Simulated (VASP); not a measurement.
Wanted: the native input for a VASP 6.6.1 run.

- Task: single point
- Functional: LDA
- Potentials or basis: VASP PAW LDA potentials, release 64 (Cd)
- Cutoff: 520 eV
- k mesh: 18 × 18 × 18
- Occupations: gaussian, width 0.15 eV
- Spin: no spin polarisation
- Dipole correction: no
- Further INCAR settings: ALGO = Fast; EDIFF = 1e-06; NBANDS = 12

The structure of Cd lies in POSCAR:

```
Cd
1.0
    0.0831806156      2.2181497500      2.2181497500
    2.2181497500      0.0831806156      2.2181497500
    2.3013303656      2.3013303656      0.0000000000
Cd
1
Direct
    0.0000000000      0.0000000000      0.0000000000
```

This cell differs from its parent crystal: strain +0.0750 x Voigt [0, 0, 0, 0, 0, 1].

These files were run (other wordings do the same):

INCAR

```
PREC = Accurate
ENCUT = 520
EDIFF = 1E-6
ISMEAR = 0
SIGMA = 0.15
LREAL = F
LASPH = T
NELM = 80
ALGO = Fast
ISIF = 2
LWAVE = F
LCHARG = T
GGA = CA
LELF = T
LVHAR = T
NBANDS = 12
```

KPOINTS

```
Automatic mesh
0
Gamma
  18 18 18
```

Potentials or basis: VASP PAW LDA potentials, release 64 (Cd).

The run is started by

```sh
$ cat potpaw_LDA.64/Cd/POTCAR > POTCAR
$ mpirun -np 1 vasp_std > vasp.out
```

It gave:

The pressure is -4.3 GPa and the band gap on the k mesh is zero (bands 6 and 7 overlap by 3.48 eV).

Caveat: the cell differs from its parent crystal (strain +0.0750 x Voigt [0, 0, 0, 0, 0, 1]); the cell stands under tension.

Wall time 3 min on 1 thread of Oxide Virtual Turin-like Processor, on a shared host, peak memory 0.28 GiB.
